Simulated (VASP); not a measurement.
# O (Fm-3m) in VASP: a series of runs, part 2 of 2

VASP 6.6.1. The steps go on from the part before.

### Step 3. Relaxation of cell and atoms, LDA, target pressure 140 GPa, at which the enthalpy is minimised

This run uses another cell than the first one, of 5.14 Å³/atom.

INCAR

```
SYSTEM = O
  ALGO = Normal
  EDIFF = 1E-7
  EDIFFG = -0.005
  ENCUT = 600
  GGA = CA
  GGA_COMPAT = .False.
  IBRION = 2
  ISIF = 3
  ISMEAR = -1
  LASPH = .True.
  LCHARG = .False.
  LREAL = .False.
  LWAVE = .False.
  NELM = 120
  NELMIN = 4
  NSW = 32
  PREC = Accurate
  PSTRESS = 1400.0
  SIGMA = 0.05
```

KPOINTS

```
k-points
0
Gamma
  21 21 21
  0 0 0
```

POSCAR

```
O
1.0
    0.0000000000      1.3700694532      1.3700694532
    1.3700694532      0.0000000000      1.3700694532
    1.3700694532      1.3700694532      0.0000000000
O
1
Direct
    0.0000000000      0.0000000000      0.0000000000
```

Potentials or basis: VASP PAW LDA potentials, release 64 (O).

Run with:

```bash
> cat potpaw_LDA.64/O/POTCAR > POTCAR
> mpirun -np 1 vasp_std > vasp.out
```

OUTCAR:

```text
SYSTEM = O
   EDIFF = 1E-7
   EDIFFG = -0.005
   ENCUT = 600
   GGA = CA
   IBRION = 2
   ISIF = 3
   ISMEAR = -1
   LASPH = .True.
   LREAL = .False.
   NELM = 120
   NELMIN = 4
   NSW = 32
   PREC = Accurate
   PSTRESS = 1400.0

 ion  position               nearest neighbor table
   1  0.000  0.000  0.000-

  LATTYP: Found a face centered cubic cell.
 ALAT       =     2.7401389064

  Lattice vectors:

 A1 = (   0.0000000000,   1.3700694532,   1.3700694532)
 A2 = (   1.3700694532,   0.0000000000,   1.3700694532)
 A3 = (   1.3700694532,   1.3700694532,   0.0000000000)

Analysis of symmetry for initial positions (statically):
=====================================================================
 Subroutine PRICEL returns:
 Original cell was already a primitive cell.

 Routine SETGRP: Setting up the symmetry group for a
 face centered cubic supercell.

 Subroutine GETGRP returns: Found 48 space group operations
 (whereof 48 operations were pure point group operations)
 out of a pool of 48 trial point group operations.

The static configuration has the point symmetry O_h .

Analysis of symmetry for dynamics (positions and initial velocities):
=====================================================================
 Subroutine PRICEL returns:
 Original cell was already a primitive cell.

 Routine SETGRP: Setting up the symmetry group for a
 face centered cubic supercell.

 Subroutine GETGRP returns: Found 48 space group operations
 (whereof 48 operations were pure point group operations)
 out of a pool of 48 trial point group operations.

The dynamic configuration has the point symmetry O_h .

 Subroutine INISYM returns: Found 48 space group operations
 (whereof 48 operations are pure point group operations),
 and found     1 'primitive' translations

----------------------------------------------------------------------------------------

                                     Primitive cell

  volume of cell :       5.1435

  direct lattice vectors                    reciprocal lattice vectors
     0.000000000  1.370069453  1.370069453    -0.364945002  0.364945002  0.364945002
     1.370069453  0.000000000  1.370069453     0.364945002 -0.364945002  0.364945002
     1.370069453  1.370069453  0.000000000     0.364945002  0.364945002 -0.364945002

  length of vectors
     1.937570802  1.937570802  1.937570802     0.632103286  0.632103286  0.632103286

  position of ions in fractional coordinates (direct lattice)
     0.000000000  0.000000000  0.000000000

  ion indices of the primitive-cell ions
   primitive index   ion index
                 1           1

----------------------------------------------------------------------------------------

 KPOINTS: k-points

Automatic generation of k-mesh.
 Grid dimensions read from file:
[... 23 lines left out ...]
  0.047619  0.000000  0.000000      8.000000
  0.095238  0.000000  0.000000      8.000000
  0.142857  0.000000  0.000000      8.000000
  0.190476  0.000000  0.000000      8.000000
  0.238095  0.000000  0.000000      8.000000
[... 16 lines left out ...]
 -0.428571  0.047619  0.000000     24.000000
 -0.380952  0.047619  0.000000     24.000000
 [... further k-points ...]
   k-points           NKPTS =    286   k-points in BZ     NKDIM =    286   number of bands    NBANDS=      7
   number of dos      NEDOS =    301   number of ions     NIONS =      1
   total plane-waves  NPLWV =   4096
   dimension x,y,z NGX =    16 NGY =   16 NGZ =   16
   dimension x,y,z NGXF=    32 NGYF=   32 NGZF=   32
   ions per type =               1
   NGX,Y,Z   is equivalent  to a cutoff of  13.73, 13.73, 13.73 a.u.
   NGXF,Y,Z  is equivalent  to a cutoff of  27.46, 27.46, 27.46 a.u.
 SYSTEM =  O
   PREC   = accura    normal or accurate (medium, high low for compatibility)
   ISTART =      0    job   : 0-new  1-cont  2-samecut
   ICHARG =      2    charge: 1-file 2-atom 10-const
   ISPIN  =      1    spin polarized calculation?
   LNONCOLLINEAR =      F non collinear calculations
   LSORBIT =      F    spin-orbit coupling
   LASPH  =      T    aspherical Exc in radial PAW
   ENCUT  =  600.0 eV  44.10 Ry    6.64 a.u.   3.87  3.87  3.87*2*pi/ulx,y,z
   NELM   =    120;   NELMIN=  4; NELMDL= -5     # of ELM steps
   EDIFF  = 0.1E-06   stopping-criterion for ELM
   LREAL  =      F    real-space projection
   EDIFFG = -.5E-02   stopping-criterion for IOM
   NSW    =     32    number of steps for IOM
   IBRION =      2    ionic relax: 0-MD 1-quasi-New 2-CG
   NFREE  =      1    steps in history (QN), initial steepest desc. (CG)
   ISIF   =      3    stress and relaxation
   ISYM   =      2    0-nonsym 1-usesym 2-fastsym
   POTIM  = 0.5000    time-step for ionic-motion
   TEBEG  =    0.0;   TEEND  =   0.0 temperature during run
   PSTRESS= 1400.0 pullay stress
   NELECT =       6.0000    total number of electrons
   NUPDOWN=      -1.0000    fix difference up-down
   EMIN   =  10.00;   EMAX   =-10.00  energy-range for DOS
   EFERMI =   0.00;   METHOD = LEGACY
   ISMEAR =    -1;   SIGMA  =   0.05  broadening in eV -4-tet -1-fermi 0-gaus
   EFERMI_NEDOS =   21; number of points for ismear=-14 and -15
   IALGO  =     38    algorithm
   IMIX   =      4    mixing-type and parameters
     AMIX     =   0.40;   BMIX     =  1.00
     AMIX_MAG =   1.60;   BMIX_MAG =  1.00
  volume/ion in A,a.u.               =       5.14        34.71
  Fermi-wavevector in a.u.,A,eV,Ry     =   1.723347  3.256653 40.408269  2.969924
  Thomas-Fermi vector in A             =   2.799241
   LORBIT       =      0    0 simple, 1 ext, 2 COOP (PROOUT), +10 PAW based schemes
   GGA     = CA    functional components
   LHFCALC =     F    Hartree Fock is set to
   AEXX    =    0.0000 exact exchange contribution
   IVDW    =     0    specifies the selected vdW correction
   LEPSILON=     F    determine dielectric tensor
   LRPA    =     F    only Hartree local field effects (RPA)
 conjugate gradient relaxation of ions
 non-spin polarized calculation
  energy-cutoff  :      600.00
  volume of cell :        5.14
 maximum number of plane-waves:       182
   NGX =  7   NGY =  7   NGZ =  7

--------------------------------------- Ionic step        1  -------------------------------------------

 number of electron       5.9999997 magnetization

 Free energy of the ion-electron system (eV)
  ---------------------------------------------------
  ext. energy  EPLUGINS =         0.00000000
  ---------------------------------------------------
  free energy    TOTEN  =        -2.43207958 eV

  energy without entropy =       -2.42652665  energy(sigma->0) =       -2.42930312

------------------------ aborting loop because EDIFF is reached ----------------------------------------

  FORCE on cell =-STRESS in cart. coord.  units (eV):
  Direction    XX          YY          ZZ          XY          YZ          ZX
  --------------------------------------------------------------------------------------
  -------------------------------------------------------------------------------------
  Total        4.5134510      4.5134510      4.5134510      0.0000000     -0.0000000      0.0000000
  in kB     1405.9230898   1405.9230898   1405.9230898      0.0000000     -0.0000000      0.0000000
  external PRESSURE =       5.9230898 kB  Pullay stress =    1400.0000000 kB
[... 61 lines left out ...]
--------------------------------------- Ionic step        3  -------------------------------------------

 number of electron       5.9999997 magnetization

 Free energy of the ion-electron system (eV)
  ---------------------------------------------------
  ext. energy  EPLUGINS =         0.00000000
  ---------------------------------------------------
  free energy    TOTEN  =        -2.43574162 eV

  energy without entropy =       -2.43018479  energy(sigma->0) =       -2.43296321

 E-fermi :   8.4487     XC(G=0): -15.2074

 val. band max:        8.4382700082   @ k =   0.3333   0.2857   0.0000
 cond. band min:       8.4775377835   @ k =   0.3333   0.2857   0.0476
 fundamental gap:      0.0392677754
 Fermi energy:         8.4486812173

 k-point     1 :       0.0000    0.0000    0.0000
  band No.  band energies     occupation
      1     -18.6019      2.00000
      2      11.8642      0.00000
      3      11.8642      0.00000
      4      11.8642      0.00000
      5      36.7464      0.00000
      6      48.7303      0.00000
      7      48.7303      0.00000
[... 221 lines left out ...]
 k-point    24 :      -0.3810    0.0476    0.0000
  band No.  band energies     occupation
      1     -11.7915      2.00000
      2      -0.7577      2.00000
      3      10.1554      0.00000
      4      10.6322      0.00000
      5      36.2594      0.00000
      6      40.1453      0.00000
      7      45.7403      0.00000

 [... further k-points ...]

------------------------ aborting loop because EDIFF is reached ----------------------------------------

  FORCE on cell =-STRESS in cart. coord.  units (eV):
  Direction    XX          YY          ZZ          XY          YZ          ZX
  --------------------------------------------------------------------------------------
  -------------------------------------------------------------------------------------
  Total        4.4980326      4.4980326      4.4980326     -0.0000000      0.0000000      0.0000000
  in kB     1399.9819482   1399.9819482   1399.9819482     -0.0000000      0.0000000      0.0000000
  external PRESSURE =      -0.0180518 kB  Pullay stress =    1400.0000000 kB
[... 20 lines left out ...]
  energy  without entropy=       -2.4301847874  energy(sigma->0) =       -2.43296321

  enthalpy is  TOTEN    =         2.0623489600 eV   P V=        4.4980905843

 reached required accuracy - stopping structural energy minimisation
```

OSZICAR:

```text
N       E                     dE             d eps       ncg     rms          rms(c)
DAV:   1     0.417148519723E+01    0.41715E+01   -0.43435E+03  4571   0.979E+02
[... 15 lines left out ...]
   2 F= 0.20623917E+01 E0= 0.20651747E+01  d E =0.353371E-04
       N       E                     dE             d eps       ncg     rms          rms(c)
DAV:   1    -0.243582680147E+01    0.85975E-02   -0.28965E-03  4004   0.611E-01    0.679E-02
DAV:   2    -0.243575480007E+01    0.72001E-04   -0.12140E-04  4018   0.111E-01    0.272E-02
DAV:   3    -0.243574177062E+01    0.13029E-04   -0.48337E-05  4004   0.696E-02    0.198E-03
DAV:   4    -0.243574162252E+01    0.14810E-06   -0.20891E-07  3976   0.629E-03    0.522E-04
DAV:   5    -0.243574162427E+01   -0.17467E-08   -0.11679E-08  2044   0.135E-03
   3 F= 0.20623490E+01 E0= 0.20651274E+01  d E =-.744480E-05
```

It took 9.9 s on 1 thread of Intel Xeon 8259CL, shared host; peak memory 0.11 GiB.

Results:

- Free energy: -2.4357 eV
- Relaxed volume: 5.15 Å³/atom
- Relaxed cell: a = 1.938 Å, b = 1.938 Å, c = 1.938 Å, α = 60.00°, β = 60.00°, γ = 60.00°
- Space group after relaxing (to 0.1 Å): Fm-3m (No. 225)
- Energy change on relaxing (the run minimises the enthalpy): -3.7 meV/atom
- Ionic steps: 3
- Pressure after relaxing: 140.0 GPa
- Band gap on the k mesh: zero (bands 3 and 4 overlap by 6.49 eV)

Step by step:
```
step  energy change (eV)  largest force (eV/Å)  pressure (GPa)  volume (Å³)
   1              0.0000                0.0000          140.59         5.14
   2             -0.0123                0.0000          138.63         5.16
   3             -0.0037                0.0000          140.00         5.15
```

Final structure:
```
CELL_PARAMETERS angstrom
0.00000 1.37044 1.37044
1.37044 0.00000 1.37044
1.37044 1.37044 0.00000
ATOMIC_POSITIONS crystal
O 0.00000 0.00000 0.00000
```

Levels at points of the mesh, in eV from the Fermi level:
| k point | band 1 | band 2 | band 3 | band 4 | band 5 | band 6 | band 7 |
| --- | --- | --- | --- | --- | --- | --- | --- |
| (0.00, 0.00, 0.00) | -27.05 | 3.42 | 3.42 | 3.42 | 28.30 | 40.28 | 40.28 |

Caveat: the cell is relaxed towards a set pressure, so the run minimises the enthalpy, not the energy.

The gap in the log of VASP goes by the Fermi energy; the results here count the filled bands.